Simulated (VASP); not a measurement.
## MgO: single point with PBEsol

Crystal: MgO.

```xyz
2
Lattice="0.0000 1.7910 2.1071 2.1071 0.0000 2.1071 2.1071 1.7910 0.0000" Properties=species:S:1:pos:R:3 pbc="T T T"
Mg    0.0000    0.0000    0.0000
O     2.1071    1.7910    2.1071
```

This cell differs from its parent crystal: strain -0.1500 x Voigt [0, 1, 0, 0, 0, 0].

```yaml
Program: VASP 6.6.1
Task: single point
Functional: PBEsol
Potentials_or_basis: VASP PAW PBE potentials, release 64 (Mg, O)
Cutoff: 520 eV
k_mesh: 10 × 10 × 10
Occupations: gaussian, width 0.05 eV
Spin: no spin polarisation
Dipole_correction: no
Further_INCAR_settings: ALGO = Normal; EDIFF = 1e-06; NBANDS = 11
```

* Pressure: 51.6 GPa
* Band gap on the k mesh: 5.91 eV, direct

Stress tensor (GPa, compression positive):
```
 17.92   0.00   0.00
  0.00 119.02   0.00
  0.00   0.00  17.92
```

Levels at points of the mesh, in eV from the valence-band top:
```csv
k point,band 1,band 2,band 3,band 4,band 5,band 6,band 7,band 8
"(0.00, 0.00, 0.00)",-18.23,-0.27,0.00,0.00,5.91,16.18,16.18,18.03
"(0.50, 0.00, 0.00)",-16.41,-5.48,-1.23,-0.85,8.51,13.99,16.01,20.84
"(0.50, 0.50, 0.00)",-16.35,-5.20,-1.74,-0.92,9.93,11.80,13.88,20.46
"(0.50, 0.00, 0.50)",-15.88,-4.19,-2.27,-2.27,7.80,11.82,16.11,20.19
```

It took 8.7 s on 1 thread of Intel(R) Xeon(R) 6975P-C (Granite Rapids), on a shared host, peak memory 0.14 GiB.

Caveat: the cell differs from its parent crystal (strain -0.1500 x Voigt [0, 1, 0, 0, 0, 0]); the PAW data sets were made with another functional, which shifts forces and pressure a little.
